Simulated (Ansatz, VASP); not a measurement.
## One calculation of CdS, two programs

File INCAR:

```
SYSTEM = CdS
PREC = Accurate
ENCUT = 600
EDIFF = 1E-6
ISMEAR = -1
SIGMA = 0.05
LREAL = .False.
LASPH = .True.
NELM = 60
ALGO = Normal
ISIF = 3
LWAVE = .False.
LCHARG = .False.
GGA = RP
IVDW = 13
IBRION = 2
NSW = 60
EDIFFG = -0.01
```

File KPOINTS:

```
Automatic mesh
0
Gamma
  8 8 8
  0 0 0
```

Contents of POSCAR:

```
CdS
1.0
    0.0000000000      2.9165000000      2.9165000000
    2.9165000000      0.0000000000      2.9165000000
    2.9165000000      2.9165000000      0.0000000000
Cd S
1 1
Direct
    0.0000000000      0.0000000000      0.0000000000
    0.7500000000      0.7500000000      0.7500000000
```

Contents of input.yaml:

```yaml
crystal:
  lattice:
    - [0.0, 2.9165, 2.9165]
    - [2.9165, 0.0, 2.9165]
    - [2.9165, 2.9165, 0.0]
  atoms:
    - { symbol: Cd, position: [0.0, 0.0, 0.0] }
    - { symbol: S, position: [0.75, 0.75, 0.75] }
hamiltonian:
  xc: rpbe
  pseudopotentials: { kind: paw }
  dispersion: d4
kpoints:
  mp_grid: { grid: [8, 8, 8] }
scf:
  occupations: { method: fermi_dirac, width: 0.05 }
output:
  forces: true
  stress: true
  write_density: true
  write_potential: true
  elf: true
  volumetric_format: npy
relax:
  f_tol: 0.01
  max_steps: 40
  cell: { stress_tol: 0.05 }
```

Alike in both runs: task relaxation of cell and atoms; functional RPBE; dispersion D4; k mesh 8 × 8 × 8; occupations fermi-dirac, width 0.05 eV; no spin polarisation.

|  | VASP | Ansatz |
| --- | --- | --- |
| version | VASP 6.6.1 | Ansatz 0.2.0 |
| potentials or method | VASP PAW PBE potentials, release 64 (Cd, S) | Ansatz PAW |
| plane-wave cutoff (eV) | 600 | 420 |
| valence electrons in the cell | 18 | 26 |

```csv
,VASP,Ansatz,Ansatz less VASP
"gap on the k mesh at the Fermi level, each at its own relaxed structure (eV)",1.30,1.31,+0.010
relaxed volume (Å³/atom),25.20,25.05,-0.148
relaxed cell length with the largest relative difference (Å),4.146,4.138,-0.0081
```

VASP's potentials were made for PBE, not for RPBE. VASP's potentials hold 18 valence electrons a cell and Ansatz's 26, so a difference there can come from the potentials and not from the codes.

Noted on Ansatz's run: the plane-wave basis is chosen anew once the cell has moved, so the energies of steps on either side of that aren't comparable.
